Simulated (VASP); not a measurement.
# AlN (P6_3mc) in VASP: notebook, part 2 of 2

VASP 6.6.1.

## Step 3: Single point, PBE

This run uses another cell than the first one, of 11.72 Å³/atom, 0.984 times its volume.

File INCAR:

```
PREC     = Accurate       # precision mode
ENCUT    = 520            # plane-wave cutoff, eV
EDIFF    = 1E-6           # SCF threshold, eV
ISMEAR   = 0              # smearing method
SIGMA    = 0.05           # smearing width, eV
LREAL    = False          # projectors in reciprocal space
LASPH    = True           # aspherical terms in the spheres
NELM     = 100            # most SCF steps
ALGO     = Normal         # electronic algorithm
ISIF     = 2              # what is computed and relaxed
LWAVE    = False          # write WAVECAR
LCHARG   = False          # write CHGCAR
GGA      = PE             # functional
NBANDS   = 16             # bands
```

File KPOINTS:

```
Automatic mesh
0
Gamma
  9 9 6
```

File POSCAR:

```
AlN
1.0
    3.1612000000      0.0000000000      0.0000000000
   -1.5806000000      2.7376795064      0.0000000000
    0.0000000000      0.0000000000      5.4183000000
Al N
2 2
Direct
    0.3333333333      0.6666666667      0.0047793726
    0.6666666667      0.3333333333      0.5047793726
    0.3333333333      0.6666666667      0.3802206274
    0.6666666667      0.3333333333      0.8802206274
```

Potentials or basis: VASP PAW PBE potentials, release 64 (Al, N).

Run with:

```console
$ cat potpaw_PBE.64/Al/POTCAR potpaw_PBE.64/N/POTCAR > POTCAR
$ mpirun -np 1 vasp_std > vasp.out
```

OUTCAR:

```text
PREC = Accurate
   ENCUT = 520
   EDIFF = 1E-6
   ISMEAR = 0
   LREAL = False
   LASPH = True
   NELM = 100
   ISIF = 2
   GGA = PE

 ion  position               nearest neighbor table
   1  0.333  0.667  0.005-   4 1.95   4 1.95   4 1.95   3 2.03   2 3.27   2 3.27   2 3.27   2 3.27
                             2 3.27   2 3.27
   2  0.667  0.333  0.505-   3 1.95   3 1.95   3 1.95   4 2.03   1 3.27   1 3.27   1 3.27   1 3.27
                             1 3.27   1 3.27
   3  0.333  0.667  0.380-   2 1.95   2 1.95   2 1.95   1 2.03
   4  0.667  0.333  0.880-   1 1.95   1 1.95   1 1.95   2 2.03

  LATTYP: Found a hexagonal cell.
 ALAT       =     3.1612000000
 C/A-ratio  =     1.7140010123

  Lattice vectors:

 A1 = (   3.1612000000,   0.0000000000,   0.0000000000)
 A2 = (  -1.5806000000,   2.7376795064,   0.0000000000)
 A3 = (   0.0000000000,   0.0000000000,   5.4183000000)

Analysis of symmetry for initial positions (statically):
=====================================================================
 Subroutine PRICEL returns:
 Original cell was already a primitive cell.

 Routine SETGRP: Setting up the symmetry group for a
 hexagonal supercell.

[... 169 lines left out ...]
  free energy    TOTEN  =       -29.45018729 eV

  energy without entropy =      -29.45018729  energy(sigma->0) =      -29.45018729

 E-fermi :   5.2640     XC(G=0): -10.4206

 val. band max:        5.0288091765   @ k =   0.0000   0.0000   0.0000
 cond. band min:       8.1603416357   @ k =   0.0000   0.0000   0.0000
 fundamental gap:      3.1315324592
 Fermi energy:         5.2639936435

 k-point     1 :       0.0000    0.0000    0.0000
  band No.  band energies     occupation
      1      -9.4319      2.00000
      2      -7.8617      2.00000
      3      -0.6084      2.00000
      4       4.5681      2.00000
      5       4.5681      2.00000
      6       4.7879      2.00000
[... 433 lines left out ...]
      3       0.9510      2.00000
      4       1.1857      2.00000
      5       1.1857      2.00000
      6       2.5069      2.00000
[... 8 lines left out ...]
     15      17.6929      0.00000
     16      18.8267      0.00000

 [... further k-points ...]
[... 5 lines left out ...]
  --------------------------------------------------------------------------------------
  -------------------------------------------------------------------------------------
  Total       -2.6985320     -2.6985320     -7.6942801      0.0000000      0.0000000      0.0000000
  in kB      -92.2020393    -92.2020393   -262.8941646      0.0000000      0.0000000      0.0000000
  external PRESSURE =    -149.0994144 kB  Pullay stress =       0.0000000 kB

 VOLUME and BASIS-vectors are now :
 -----------------------------------------------------------------------------
  energy-cutoff  :      520.00
  volume of cell :       46.89
      direct lattice vectors                 reciprocal lattice vectors
     3.161200000  0.000000000  0.000000000     0.316335569  0.182636426  0.000000000
    -1.580600000  2.737679506  0.000000000     0.000000000  0.365272852  0.000000000
     0.000000000  0.000000000  5.418300000     0.000000000  0.000000000  0.184559733

 POSITION                                       TOTAL-FORCE (eV/Angst)
 -----------------------------------------------------------------------------------
     -0.00000      1.82512      0.02590         0.000000      0.000000      0.000868
      1.58060      0.91256      2.73505        -0.000000     -0.000000      0.000868
     -0.00000      1.82512      2.06015        -0.000000     -0.000000     -0.000868
      1.58060      0.91256      4.76930         0.000000      0.000000     -0.000868
 -----------------------------------------------------------------------------------
    total drift:                                0.000000      0.000000     -0.000907

  FREE ENERGIE OF THE ION-ELECTRON SYSTEM (eV)
  ---------------------------------------------------
  free  energy   TOTEN  =       -29.4501872894 eV

  energy  without entropy=      -29.4501872894  energy(sigma->0) =      -29.45018729
```

Run time: 20 s. Hardware: 1 thread of Intel Xeon Platinum 8259CL at 2.50GHz (Skylake/Cascade Lake), shared host; peak memory 0.16 GiB.

What came out:

```yaml
Free_energy: -29.4502 eV
Pressure: -14.9 GPa
Band_gap_on_the_k_mesh: 3.13 eV, direct
```

Stress tensor (GPa, compression positive):
```
 -9.22   0.00   0.00
  0.00  -9.22   0.00
  0.00   0.00 -26.29
```

## Step 4: Single point, PBE

This run uses another cell than the first one, of 11.96 Å³/atom, 1.003 times its volume.

File INCAR:

```
SYSTEM = AlN
ALGO     = Normal         ! electronic algorithm
EDIFF    = 1E-7           ! SCF threshold, eV
ENCUT    = 520            ! plane-wave cutoff, eV
GGA      = PE             ! functional
ISIF     = 2              ! what is computed and relaxed
ISMEAR   = 0              ! smearing method
LASPH    = .True.         ! aspherical terms in the spheres
LCHARG   = .False.        ! write CHGCAR
LREAL    = .False.        ! projectors in reciprocal space
LWAVE    = .False.        ! write WAVECAR
NBANDS   = 16             ! bands
NELM     = 60             ! most SCF steps
PREC     = Accurate       ! precision mode
SIGMA    = 0.05           ! smearing width, eV
```

File KPOINTS:

```
k-points
0
Gamma
  9 9 6
  0 0 0
```

File POSCAR:

```
AlN
1.0
    3.1925000000      0.0000000000      0.0000000000
   -1.5962500000      2.7647861016      0.0000000000
    0.0000000000      0.0000000000      5.4183000000
Al N
2 2
Direct
    0.3333333333      0.6666666667      0.0041486411
    0.6666666667      0.3333333333      0.5041486411
    0.3333333333      0.6666666667      0.3808513589
    0.6666666667      0.3333333333      0.8808513589
```

Potentials or basis: VASP PAW PBE potentials, release 64 (Al, N).

Run with:

```console
$ cat potpaw_PBE.64/Al/POTCAR potpaw_PBE.64/N/POTCAR > POTCAR
$ mpirun -np 1 vasp_std > vasp.out
```

OUTCAR:

```text
SYSTEM = AlN
   EDIFF = 1E-7
   ENCUT = 520
   GGA = PE
   ISIF = 2
   ISMEAR = 0
   LASPH = .True.
   LREAL = .False.
   NELM = 60
   PREC = Accurate

 ion  position               nearest neighbor table
   1  0.333  0.667  0.004-   4 1.96   4 1.96   4 1.96   3 2.04   2 3.28   2 3.28   2 3.28   2 3.28
                             2 3.28   2 3.28
   2  0.667  0.333  0.504-   3 1.96   3 1.96   3 1.96   4 2.04   1 3.28   1 3.28   1 3.28   1 3.28
                             1 3.28   1 3.28
   3  0.333  0.667  0.381-   2 1.96   2 1.96   2 1.96   1 2.04
[... 655 lines left out ...]

 [... further k-points ...]
[... 5 lines left out ...]
  --------------------------------------------------------------------------------------
  -------------------------------------------------------------------------------------
  Total       -3.8805983     -3.8805983     -7.9028898      0.0000000      0.0000000      0.0000000
  in kB     -130.0031225   -130.0031225   -264.7530789      0.0000000      0.0000000      0.0000000
  external PRESSURE =    -174.9197746 kB  Pullay stress =       0.0000000 kB

 VOLUME and BASIS-vectors are now :
 -----------------------------------------------------------------------------
  energy-cutoff  :      520.00
  volume of cell :       47.83
      direct lattice vectors                 reciprocal lattice vectors
     3.192500000  0.000000000  0.000000000     0.313234143  0.180845817  0.000000000
    -1.596250000  2.764786102  0.000000000     0.000000000  0.361691633  0.000000000
     0.000000000  0.000000000  5.418300000     0.000000000  0.000000000  0.184559733

 POSITION                                       TOTAL-FORCE (eV/Angst)
 -----------------------------------------------------------------------------------
     -0.00000      1.84319      0.02248        -0.000000      0.000000      0.001025
      1.59625      0.92160      2.73163         0.000000     -0.000000      0.001025
     -0.00000      1.84319      2.06357         0.000000     -0.000000     -0.001025
      1.59625      0.92160      4.77272        -0.000000     -0.000000     -0.001025
 -----------------------------------------------------------------------------------
    total drift:                                0.000000      0.000000      0.001184

  FREE ENERGIE OF THE ION-ELECTRON SYSTEM (eV)
  ---------------------------------------------------
  free  energy   TOTEN  =       -29.3857174635 eV

  energy  without entropy=      -29.3857174635  energy(sigma->0) =      -29.38571746
```

It took 22 s on 1 thread of Intel Xeon Platinum 8259CL at 2.50GHz (Skylake/Cascade Lake), shared host; peak memory 0.16 GiB.

What came out:

- Free energy: -29.3857 eV
- Pressure: -17.5 GPa
- Band gap on the k mesh: 3.04 eV, direct

PBE gaps usually lie below the measured ones, often by a third to a half.

## Step 5: Single point, PBE

This run uses another cell than the first one, of 12.16 Å³/atom, 1.020 times its volume.

File INCAR:

```
PREC = Accurate ; ENCUT = 520
EDIFF = 1E-6 ; ISMEAR = 0
SIGMA = 0.05 ; LREAL = F
LASPH = T ; NELM = 80
ALGO = Normal ; ISIF = 2
LWAVE = F ; LCHARG = T
GGA = PE ; LELF = T
LVHAR = T ; NBANDS = 16
```

File KPOINTS:

```
regular mesh
0
Gamma
  9 9 6
```

File POSCAR:

```
AlN
1.0
    3.1612000000      0.0000000000      0.0000000000
   -1.5806000000      2.7376795064      0.0000000000
    0.0000000000      0.0000000000      5.6190000000
Al N
2 2
Direct
    0.3333333333      0.6666666667      0.0031911098
    0.6666666667      0.3333333333      0.5031911098
    0.3333333333      0.6666666667      0.3818088902
    0.6666666667      0.3333333333      0.8818088902
```

Run with:

```console
$ cat potpaw_PBE.64/Al/POTCAR potpaw_PBE.64/N/POTCAR > POTCAR
$ mpirun -np 1 vasp_std > vasp.out
```

Run time: 22 s. Hardware: 1 thread of Intel Xeon Platinum 8259CL at 2.50GHz (Skylake/Cascade Lake), shared host; peak memory 0.17 GiB.

It converged, with:

- Free energy: -29.1197 eV
- Pressure: -17.9 GPa
- Band gap on the k mesh: 2.67 eV, direct

Stress tensor (GPa, compression positive):
```
 -9.83   0.00   0.00
  0.00  -9.83   0.00
  0.00   0.00 -34.06
```

Levels at points of the mesh, in eV from the valence-band top:
```tsv
k point	band 6	band 7	band 8	band 9	band 10	band 11
(0.00, 0.00, 0.00)	-0.33	0.00	0.00	2.67	6.33	8.88
(0.00, 0.00, 0.50)	-0.19	-0.19	-0.19	5.43	5.43	8.81
```

## Step 6: Single point, PBE

This run uses another cell than the first one, of 12.19 Å³/atom, 1.023 times its volume.

File INCAR:

```
PREC = Accurate ; ENCUT = 520
EDIFF = 1E-6 ; ISMEAR = 0
SIGMA = 0.05 ; LREAL = False
LASPH = True ; NELM = 60
ALGO = Normal ; ISIF = 2
LWAVE = False ; LCHARG = True
GGA = PE ; LELF = True
LVHAR = True ; NBANDS = 16
```

File KPOINTS:

```
Automatic mesh
0
Gamma
  9 9 6
```

File POSCAR:

```
AlN
1.0
    3.2238000000      0.0000000000      0.0000000000
   -1.6119000000      2.7918926967      0.0000000000
    0.0000000000      0.0000000000      5.4183000000
Al N
2 2
Direct
    0.3333333333      0.6666666667      0.0037053345
    0.6666666667      0.3333333333      0.5037053345
    0.3333333333      0.6666666667      0.3812946655
    0.6666666667      0.3333333333      0.8812946655
```

Potentials or basis: VASP PAW PBE potentials, release 64 (Al, N).

Run with:

```console
$ cat potpaw_PBE.64/Al/POTCAR potpaw_PBE.64/N/POTCAR > POTCAR
$ mpirun -np 1 vasp_std > vasp.out
```

Wall time 20 s (1 thread of Intel Xeon Platinum 8259CL at 2.50GHz (Skylake/Cascade Lake), shared host); peak memory 0.16 GiB.

The run converged. Its results:

```yaml
Free_energy: -29.2994 eV
Pressure: -19.8 GPa
Largest_force: 0.005 eV/Å
Band_gap_on_the_k_mesh: 2.93 eV, direct
```

Forces on the atoms (eV/Å):
```
Al   0.000  0.000 -0.005
Al   0.000  0.000 -0.005
N    0.000  0.000  0.005
N    0.000  0.000  0.005
```

Stress tensor (GPa, compression positive):
```
-16.44   0.00   0.00
  0.00 -16.44   0.00
  0.00   0.00 -26.63
```

Levels at points of the mesh, in eV from the valence-band top:
| k point | band 4 | band 5 | band 6 | band 7 | band 8 | band 9 | band 10 | band 11 | band 12 | band 13 |
| --- | --- | --- | --- | --- | --- | --- | --- | --- | --- | --- |
| (0.00, 0.00, 0.00) | -0.49 | -0.49 | -0.09 | 0.00 | 0.00 | 2.93 | 5.88 | 9.23 | 10.56 | 10.56 |
| (0.00, 0.00, 0.50) | -3.19 | -0.25 | -0.25 | -0.25 | -0.25 | 5.39 | 5.39 | 9.02 | 9.02 | 10.87 |

A hybrid or GW would open this gap; PBE tends to underestimate it.

## Step 7: Overview

```csv
cell,gap on the mesh (eV),pressure (GPa)
"a = 3.130, b = 3.130, c = 5.619 Å, angles 90.0, 90.0, 120.0°, 4 atoms",2.72,-15.4
"a = 3.161, b = 3.161, c = 5.418 Å, angles 90.0, 90.0, 120.0°, 4 atoms",3.13,-14.9
"a = 3.192, b = 3.193, c = 5.418 Å, angles 90.0, 90.0, 120.0°, 4 atoms",3.04,-17.5
"a = 3.161, b = 3.161, c = 5.619 Å, angles 90.0, 90.0, 120.0°, 4 atoms",2.67,-17.9
"a = 3.224, b = 3.224, c = 5.418 Å, angles 90.0, 90.0, 120.0°, 4 atoms",2.93,-19.8
```

Alike in all rows: task single point; level PBE; potentials or basis VASP PAW PBE potentials, release 64 (Al, N); no spin polarisation; k mesh 9 × 9 × 6; cutoff (eV) 520; smearing gaussian 0.05 eV.

Total energies depend on the potentials used, so only differences within one code and one set of settings carry meaning.
